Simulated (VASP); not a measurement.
Runs of VASP 6.6.1 on Ag. The structure is that of space group Im-3m (No. 229), or close to it. The cells are those of the table. 

```csv
cell,gap on the mesh (eV),pressure (GPa)
"a = 2.747 Å, angles 110.2, 110.2, 108.1°, 1 atom",none,6.4
"a = 2.933 Å, angles 109.5°, 1 atom",none,-11.2
"a = 2.771 Å, angles 110.8, 110.8, 106.7°, 1 atom",none,3.1
"a = 2.701 Å, angles 110.9, 110.9, 106.7°, 1 atom",none,(c)
"a = 2.863 Å, angles 109.5°, 1 atom",none,-7.0
"a = 2.770 Å, angles 108.8, 108.8, 110.8°, 1 atom",none,3.0
"a = 2.747 Å, angles 108.1, 108.1, 112.2°, 1 atom",none,(a)
"a = 2.653 Å, angles 109.5°, 1 atom",none,(b)
```

Alike in all rows: task single point; level PBEsol; potentials or basis VASP PAW PBE potentials, release 64 (Ag); no spin polarisation; k mesh 26 × 26 × 26; cutoff (eV) 520; smearing gaussian 0.15 eV.

Task: Fill in the values left out.

Result: (a) 6.7; (b) 26.8; (c) 15.6.

Caveats: the PAW data sets were made with another functional, which shifts forces and pressure a little.

A k mesh can miss the band edges, and the runs leave out spin-orbit coupling on Ag.

A gap of «none» marks levels without a gap at the run's occupations.
